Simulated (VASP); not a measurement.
Write the native input for VASP 6.6.1 that does the following.

```
Task                   : single point
Functional             : PBEsol
Potentials or basis    : VASP PAW PBE potentials, release 64 (B, P)
Cutoff                 : 520 eV
k mesh                 : 8 × 8 × 8
Occupations            : gaussian, width 0.05 eV
Spin                   : no spin polarisation
Dipole correction      : no
Further INCAR settings : ALGO = Normal; EDIFF = 1e-07; NBANDS = 11
```

The structure of BP lies in POSCAR:

```
BP
1.0
    0.0000000000      2.2898929906      2.2898929906
    2.2898929906      0.0000000000      2.2898929906
    2.2898929906      2.2898929906      0.0000000000
B P
1 1
Direct
    0.0000000000      0.0000000000      0.0000000000
    0.7500000000      0.7500000000      0.7500000000
```

This cell differs from its parent crystal: volume scaled by 1.04.

The input as run:

INCAR

```
SYSTEM = BP
PREC = Accurate ; ENCUT = 520
EDIFF = 1E-7 ; ISMEAR = 0
SIGMA = 0.05 ; LREAL = .FALSE.
LASPH = .TRUE. ; NELM = 80
ALGO = Normal ; ISIF = 2
LWAVE = .FALSE. ; LCHARG = .FALSE.
GGA = PS ; NBANDS = 11
```

KPOINTS

```
Automatic mesh
0
G
  8 8 8
  0 0 0
```

Potentials or basis: VASP PAW PBE potentials, release 64 (B, P).

Run with:

```console
$ cat potpaw_PBE.64/B/POTCAR potpaw_PBE.64/P/POTCAR > POTCAR
$ mpirun -np 1 vasp_std > vasp.out
```

Results of the run:

```json
{
  "Pressure": "-6.1 GPa",
  "Band gap on the k mesh": "1.19 eV, indirect (least direct gap 3.32 eV)"
}
```

Caveat: the PAW data sets were made with another functional, which shifts forces and pressure a little.

Run time: 3 s on 1 thread of Intel(R) Xeon(R) 6975P-C (Granite Rapids), on a shared host, peak memory 0.13 GiB.
